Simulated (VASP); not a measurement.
Bi2Se3, 5 atoms in the cell. It takes space group R-3m (No. 166, trigonal). The conventional cell has a = 4.130 Å, b = 4.130 Å, c = 28.620 Å, α = 90.00°, β = 90.00°, γ = 120.00°. Bi (site symmetry 3m) has 6 Se at 2.85 to 3.06 Å within 3.8 Å. Se (site symmetry -3m) has 6 Bi at 3.06 Å and 12 Se at 4.13 to 4.22 Å within 4.3 Å. Within 3.8 Å of Se (site symmetry 3m) lie 3 Bi at 2.85 Å and 3 Se at 3.51 Å. 

```yaml
Program: VASP 6.6.1
Task: single point
Functional: PBEsol
Potentials_or_basis: VASP PAW PBE potentials, release 64 (Bi_d, Se)
Cutoff: 520 eV
k_mesh: 12 × 12 × 12
Occupations: gaussian, width 0.03 eV
Spin: no spin polarisation
Dipole_correction: no
Further_INCAR_settings: ALGO = Normal; EDIFF = 1e-07; NBANDS = 32
```

Potentials or basis: VASP PAW PBE potentials, release 64 (Bi_d, Se).

Run with:

```bash
$ cat potpaw_PBE.64/Bi_d/POTCAR potpaw_PBE.64/Se/POTCAR > POTCAR
$ mpirun -np 1 vasp_std > vasp.out
```

Hardware: 1 thread of Intel(R) Xeon(R) 6975P-C (Granite Rapids) (shared host).

How long does it take, and how much memory?

It took 45 min on 1 thread of Intel(R) Xeon(R) 6975P-C (Granite Rapids), on a shared host, peak memory 1.4 GiB. Counts: scf iterations 14, k points 189.
